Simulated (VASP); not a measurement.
Wanted: the native input for a VASP 6.6.1 run.

- Task: single point
- Functional: PBEsol
- Potentials or basis: VASP PAW PBE potentials, release 64 (Pb_d)
- Cutoff: 520 eV
- k mesh: 12 × 12 × 8
- Occupations: fermi-dirac, width 0.1 eV
- Spin: no spin polarisation
- Dipole correction: no
- Further INCAR settings: ALGO = Normal; EDIFF = 1e-06; NBANDS = 21

The structure of Pb lies in POSCAR:

```
Pb
1.0
   -3.0220669867      2.9724899591      1.6287783408
    2.9724899591     -3.0220669867      1.6287783408
    3.0939389153      3.0939389153     -1.7195787576
Pb
2
Direct
    0.9976815058      0.0023184942      0.0000000000
    0.7523184942      0.2476815058      0.5000000000
```

This cell differs from its parent crystal: volume scaled by 0.96.

These files were run (other wordings do the same):

INCAR

```
PREC = Accurate
ENCUT = 520
EDIFF = 1E-6
ISMEAR = -1
SIGMA = 0.1
LREAL = False
LASPH = True
NELM = 100
ALGO = Normal
ISIF = 2
LWAVE = False
LCHARG = False
GGA = PS
NBANDS = 21
```

KPOINTS

```
regular mesh
0
Gamma
  12 12 8
```

Potentials or basis: VASP PAW PBE potentials, release 64 (Pb_d).

Run with:

```console
$ cat potpaw_PBE.64/Pb_d/POTCAR > POTCAR
$ mpirun -np 1 vasp_std > vasp.out
```

It gave:

- Pressure: 2.0 GPa
- Band gap on the k mesh: zero (band 14 reaches 8.45 eV, above the bottom of band 15 at 4.81 eV)

Caveat: the PAW data sets were made with another functional, which shifts forces and pressure a little; spin-orbit coupling is left out, which moves the levels of the heavy elements.

Run time: 8.1 min on 1 thread of Oxide Virtual Turin-like Processor (shared host), peak memory 0.4 GiB.
